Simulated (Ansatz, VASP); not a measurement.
## One calculation of TaSiO4, two programs

```xyz
6
Lattice="3.6661 0.0000 0.0000 -1.8330 3.1749 0.0000 0.0000 0.0000 7.2557" Properties=species:S:1:pos:R:3 pbc="T T T"
Ta    0.0000    0.0000    0.0000
Si    0.0000    0.0000    3.6279
O     0.0000    2.1166    0.0000
O     1.8330    1.0583    0.0000
O     0.0000    0.0000    2.0545
O     0.0000    0.0000    5.2012
```

Alike in both runs: functional PBE; k mesh 12 × 12 × 6; occupations gaussian, width 0.1 eV; no spin polarisation.

Ansatz relaxed the structure, and its values are those at the end. VASP's run is a single point on that final structure, the one shown.

```csv
,VASP,Ansatz
version,VASP 6.6.1,Ansatz 0.2.0
potentials or method,"VASP PAW PBE potentials, release 64 (Ta_sv_GW, Si, O), cutoff 600 eV","scalar-relativistic, plane waves, PAW"
valence electrons in the cell,41,41
```

Ansatz gave:

* gap on the k mesh at the Fermi level (eV): none
* pressure (GPa): 0.0
* rms of the force components (eV/Å): 0.001

Task: Which values does VASP return?

Result: gap on the k mesh at the Fermi level (eV): none; pressure (GPa): -0.1; rms of the force components (eV/Å): 0.038.

A gap of «none» marks a metal or a gap that the smearing closes.

Spin-orbit coupling is off throughout.
